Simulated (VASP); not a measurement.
Write the native input for VASP 6.6.1 that does the following.

- Task: single point
- Functional: RPBE
- Potentials or basis: VASP PAW PBE potentials, release 64 (Ba_sv, O)
- Cutoff: 600 eV
- k mesh: 8 × 8 × 8
- Occupations: gaussian, width 0.01 eV
- Spin: no spin polarisation
- Dipole correction: no
- Further INCAR settings: ALGO = Normal; EDIFF = 1e-06; NBANDS = 15

The structure of BaO lies in POSCAR:

```
BaO
1.0
    3.9876059831      0.0000000000      0.0000000000
    1.9938029915      3.4533680816      0.0000000000
    1.9938029915      1.1511226939      3.2558666513
Ba O
1 1
Direct
    0.0000000000      0.0000000000      0.0000000000
    0.5000000000      0.5000000000      0.5000000000
```

One way to write it, as run:

INCAR

```
SYSTEM = BaO
ALGO = Normal
EDIFF = 1E-6
ENCUT = 600
GGA = RP
GGA_COMPAT = .False.
ISIF = 2
ISMEAR = 0
LASPH = .True.
LCHARG = .False.
LREAL = .False.
LWAVE = .False.
NBANDS = 15
NELM = 120
PREC = Accurate
SIGMA = 0.01
```

KPOINTS

```
k-points
0
Gamma
  8 8 8
  0 0 0
```

Potentials or basis: VASP PAW PBE potentials, release 64 (Ba_sv, O).

Command:

```console
$ cat potpaw_PBE.64/Ba_sv/POTCAR potpaw_PBE.64/O/POTCAR > POTCAR
$ mpirun -np 1 vasp_std > vasp.out
```

It gave:

* Pressure: 1.3 GPa
* Band gap on the k mesh: 2.25 eV, direct

Caveat: the PAW data sets were made with another functional, which shifts forces and pressure a little; spin-orbit coupling is left out, which moves the levels of the heavy elements.

It took 24 s on 1 thread of AMD EPYC 9R45 (Zen 5), with other jobs on the host, peak memory 0.15 GiB.
